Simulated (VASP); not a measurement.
CdS, 4 atoms in the cell. It takes space group P6_3mc (No. 186, hexagonal). The conventional cell has a = 4.150 Å, b = 4.150 Å, c = 6.737 Å, α = 90.00°, β = 90.00°, γ = 120.00°. Within 3.3 Å of Cd (site symmetry 3m) lie 4 S at 2.53 to 2.54 Å. Within 3.3 Å of S (site symmetry 3m) lie 4 Cd at 2.53 to 2.54 Å. 

* Program: VASP 6.6.1
* Task: relaxation of cell and atoms
* Functional: BLYP
* Dispersion: D4
* Potentials or basis: VASP PAW PBE potentials, release 64 (Cd, S)
* Cutoff: 600 eV
* k mesh: 7 × 7 × 4
* Occupations: fermi-dirac, width 0.05 eV
* Spin: no spin polarisation
* Dipole correction: no
* Further INCAR settings: ALGO = Normal; EDIFF = 1e-06; IBRION = 2; EDIFFG = -0.01; NSW = 60; ISIF = 3

Potentials or basis: VASP PAW PBE potentials, release 64 (Cd, S).

Command:

```bash
$ cat potpaw_PBE.64/Cd/POTCAR potpaw_PBE.64/S/POTCAR > POTCAR
$ mpirun -np 1 vasp_std > vasp.out
```

Hardware: 1 thread of Intel Xeon 8259CL, with other jobs on the host.

Problem. Estimate the wall time of this run.

Solution. Run time: 4.5 min on 1 thread of Intel Xeon 8259CL, with other jobs on the host, peak memory 0.29 GiB. Counts: scf iterations 28, k points 24, ion steps 3.
